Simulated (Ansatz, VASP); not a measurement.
# Two plane-wave programs on Os

```
CELL_PARAMETERS angstrom
1.97724 -4.15474 0.00000
1.97724 4.15474 0.00000
0.00000 0.00000 3.93457
ATOMIC_POSITIONS crystal
Os 0.15066 0.84934 0.00001
Os 0.65066 0.34934 0.49999
Os 0.84934 0.15066 0.99999
Os 0.34934 0.65066 0.50001
```

Alike in both runs: functional PBE; k mesh 6 × 6 × 4; occupations gaussian, width 0.1 eV; no spin polarisation.

Ansatz relaxed the structure, and its values are those at the end. VASP's run is a single point on that final structure, the one shown.

|  | VASP | Ansatz |
| --- | --- | --- |
| version | VASP 6.6.1 | Ansatz 0.2.0 |
| potentials or method | VASP PAW PBE potentials, release 64 (Os), cutoff 520 eV | scalar-relativistic, plane waves, PAW |
| valence electrons in the cell | 32 | 64 |

```tsv
	VASP	Ansatz	Ansatz less VASP
gap on the k mesh at the Fermi level (eV)	none	none	-
pressure (GPa)	-0.2	0.0	+0.27
rms of the force components (eV/Å)	0.016	0.002	-0.0146
```

A gap of «none» marks a metal or a gap that the smearing closes. With one functional, cell and mesh, what is left measures potentials, basis and numerics. VASP's potentials hold 32 valence electrons a cell and Ansatz's 64, so a difference there can come from the potentials and not from the codes.

The k mesh is coarse, so the values compare programs but aren't converged. Spin-orbit coupling is off throughout.
